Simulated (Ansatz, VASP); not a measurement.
**One calculation of La, two programs**

```
CELL_PARAMETERS angstrom
3.78717 0.00000 0.00000
-1.89358 3.27978 0.00000
0.00000 0.00000 12.06209
ATOMIC_POSITIONS crystal
La 0.00000 0.00000 0.00000
La 0.00000 0.00000 0.50000
La 0.33333 0.66667 0.75000
La 0.66667 0.33333 0.25000
```

Alike in both runs: task single point; functional r2SCAN; k mesh 10 × 10 × 3; occupations methfessel-paxton of order 1, width 0.2 eV; no spin polarisation.

```csv
,VASP,Ansatz
version,VASP 6.6.1,Ansatz 0.2.0
potentials or method,"VASP PAW PBE potentials, release 64 (La), cutoff 520 eV","plane waves (500 eV) with PAW, scalar-relativistic"
valence electrons in the cell,44,44
```

```csv
,VASP,Ansatz,Ansatz less VASP
pressure (GPa),0.0,0.0,-0.06
"traceless stress, the component that is largest in VASP (GPa)",-0.10,-0.10,-0.009
```

VASP's potentials were made for PBE, not for r2SCAN. The functional is the same, so the differences come from potentials, cutoffs and numerics.

Spin-orbit coupling is off throughout.
